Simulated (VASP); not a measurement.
Write the native input for VASP 6.6.1 that does the following.

- Task: single point
- Functional: LDA
- Potentials or basis: VASP PAW LDA potentials, release 64 (Y_sv)
- Cutoff: 520 eV
- k mesh: 13 × 13 × 13
- Occupations: fermi-dirac, width 0.05 eV
- Spin: no spin polarisation
- Dipole correction: no
- Further INCAR settings: ALGO = Normal; EDIFF = 1e-06; NBANDS = 12

The structure of Y lies in POSCAR:

```
Y
1.0
    0.0000000000      2.5014574333      2.5014574333
    2.5014574333      0.0000000000      2.5014574333
    2.5014574333      2.5014574333      0.0000000000
Y
1
Direct
    0.0000000000      0.0000000000      0.0000000000
```

This cell differs from its parent crystal: volume scaled by 1.02.

These files were run (other wordings do the same):

INCAR

```
PREC     = Accurate       # precision mode
ENCUT    = 520            # plane-wave cutoff, eV
EDIFF    = 1E-6           # SCF threshold, eV
ISMEAR   = -1             # smearing method
SIGMA    = 0.05           # smearing width, eV
LREAL    = F              # projectors in reciprocal space
LASPH    = T              # aspherical terms in the spheres
NELM     = 100            # most SCF steps
ALGO     = Normal         # electronic algorithm
ISIF     = 2              # what is computed and relaxed
LWAVE    = F              # write WAVECAR
LCHARG   = F              # write CHGCAR
GGA      = CA             # functional
NBANDS   = 12             # bands
```

KPOINTS

```
regular mesh
0
Gamma
  13 13 13
```

Potentials or basis: VASP PAW LDA potentials, release 64 (Y_sv).

Run with:

```bash
$ cat potpaw_LDA.64/Y_sv/POTCAR > POTCAR
$ mpirun -np 1 vasp_std > vasp.out
```

Results of the run:

```
Pressure : -2.7 GPa
```

It took 24 s on 1 thread of Intel(R) Xeon(R) 6975P-C (Granite Rapids) (shared host), peak memory 0.18 GiB.
